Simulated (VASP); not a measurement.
Wanted: the native input for a VASP 6.6.1 run.

* Task: single point
* Functional: PBE
* Potentials or basis: VASP PAW PBE potentials, release 64 (Hf_pv, N)
* Cutoff: 520 eV
* k mesh: 22 × 22 × 22
* Occupations: gaussian, width 0.15 eV
* Spin: no spin polarisation
* Dipole correction: no
* Further INCAR settings: ALGO = Normal; EDIFF = 1e-07; NBANDS = 14

The structure of HfN lies in POSCAR:

```
HfN
1.0
    0.0000000000      2.2738965586      2.3875913865
    2.2738965586      0.0000000000      2.3875913865
    2.2738965586      2.2738965586      0.0000000000
Hf N
1 1
Direct
    0.0000000000      0.0000000000      0.0000000000
    0.5000000000      0.5000000000      0.5000000000
```

This cell differs from its parent crystal: strain +0.000 along x and y, +0.050 along z.

One way to write it, as run:

INCAR

```
SYSTEM = HfN
PREC = Accurate
ENCUT = 520
EDIFF = 1E-7
ISMEAR = 0
SIGMA = 0.15
LREAL = .FALSE.
LASPH = .TRUE.
NELM = 80
ALGO = Normal
ISIF = 2
LWAVE = .FALSE.
LCHARG = .TRUE.
GGA = PE
LELF = .TRUE.
LVHAR = .TRUE.
NBANDS = 14
```

KPOINTS

```
regular mesh
0
G
  22 22 22
  0 0 0
```

Potentials or basis: VASP PAW PBE potentials, release 64 (Hf_pv, N).

The run is started by

```console
$ cat potpaw_PBE.64/Hf_pv/POTCAR potpaw_PBE.64/N/POTCAR > POTCAR
$ mpirun -np 1 vasp_std > vasp.out
```

Results of the run:

- Pressure: -12.5 GPa
- Band gap on the k mesh: zero (an odd number of electrons rules out a gap without spin polarisation)

Caveat: the cell differs from its parent crystal (strain +0.000 along x and y, +0.050 along z); the cell stands under tension; spin-orbit coupling is left out, which moves the levels of the heavy elements.

It took 3.6 min on 1 thread of Intel(R) Xeon(R) Platinum 8488C (Sapphire Rapids), with other jobs on the host, peak memory 0.4 GiB.
